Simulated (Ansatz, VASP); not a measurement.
One calculation of WC, two programs

```
W C
1.0
     2.96180    0.00000    0.00000
    -1.48090    2.56499    0.00000
     0.00000    0.00000    2.77064
W C
1 1
Direct
  0.00000 0.00000 0.00000
  0.66667 0.33333 0.50000
```

Alike in both runs: task single point; functional PBE; k mesh 24 × 24 × 24; occupations gaussian, width 0.15 eV; no spin polarisation.

|  | VASP | Ansatz |
| --- | --- | --- |
| version | VASP 6.6.1 | Ansatz 0.2.0 |
| potentials or method | VASP PAW PBE potentials, release 64 (W_sv, C), cutoff 520 eV | scalar-relativistic, plane waves, PAW |
| valence electrons in the cell | 18 | 18 |

|  | VASP | Ansatz | Ansatz less VASP |
| --- | --- | --- | --- |
| gap on the k mesh at the Fermi level (eV) | none | none | - |
| pressure (GPa) | 3.3 | 2.2 | -1.09 |
| traceless stress, the component that is largest in VASP (GPa) | 19.71 | 19.45 | -0.263 |

A gap of «none» marks a metal or a gap that the smearing closes.

Spin-orbit coupling is off throughout.
